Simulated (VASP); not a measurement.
Wanted: the native input for a VASP 6.6.1 run.

```yaml
Task: single point
Functional: r2SCAN
Potentials_or_basis: VASP PAW PBE potentials, release 64 (Se)
Cutoff: 520 eV
k_mesh: 6 × 6 × 3
Occupations: fermi-dirac, width 0.1 eV
Spin: no spin polarisation
Dipole_correction: no
Further_INCAR_settings: ALGO = Normal; EDIFF = 1e-06; NBANDS = 13; ISYM = 0
```

The system is Se.

```
Se
1.0
     2.81056    0.00000    0.00000
     0.00000    2.81056    0.00000
     1.40528    0.00000    5.62113
Se
2
Direct
  0.00000 0.00000 0.00000
  0.75000 0.00000 0.50000
```

These files were run (other wordings do the same):

POSCAR

```
Se
1.0
    2.8105630000      0.0000000000      0.0000000000
    0.0000000000      2.8105630000      0.0000000000
    1.4052815000      0.0000000000      5.6211260000
Se
2
Direct
    0.0000000000      0.0000000000      0.0000000000
   -0.2500000000      0.0000000000      0.5000000000
```

INCAR.step1

```
SYSTEM = Se
PREC = Accurate ; ENCUT = 520
ISMEAR = -1 ; SIGMA = 0.1
LREAL = .FALSE. ; LASPH = .TRUE.
NELM = 100 ; ISYM = 0
NBANDS = 13 ; GGA = PE
ALGO = Normal ; EDIFF = 1E-4
LWAVE = .TRUE. ; LCHARG = .FALSE.
```

INCAR.step2

```
SYSTEM = Se
PREC = Accurate ; ENCUT = 520
EDIFF = 1E-6 ; ISMEAR = -1
SIGMA = 0.1 ; LREAL = .FALSE.
LASPH = .TRUE. ; NELM = 100
ALGO = Normal ; ISIF = 2
LWAVE = .FALSE. ; LCHARG = .FALSE.
METAGGA = R2SCAN ; LMIXTAU = .TRUE.
ISYM = 0 ; NBANDS = 13
ISTART = 1
```

KPOINTS

```
regular mesh
0
G
  6 6 3
  0 0 0
```

Potentials or basis: VASP PAW PBE potentials, release 64 (Se).

Command:

```sh
$ cat potpaw_PBE.64/Se/POTCAR > POTCAR
$ cp INCAR.step1 INCAR
$ mpirun -np 1 vasp_std > vasp.out
$ cp INCAR.step2 INCAR
$ mpirun -np 1 vasp_std > vasp.out
```

It gave:

| Property | Result |
| --- | --- |
| Pressure | -0.8 GPa |
| Largest force | 0.475 eV/Å |
| Band gap on the k mesh | zero (band 6 reaches 7.31 eV, above the bottom of band 7 at 2.08 eV) |

Caveat: the k points lie up to 0.38 Å⁻¹ apart; the PAW data sets were made with another functional, which shifts forces and pressure a little.

It took 66 s on 1 thread of Intel(R) Xeon(R) Platinum 8488C (Sapphire Rapids), on a shared host, peak memory 0.18 GiB.
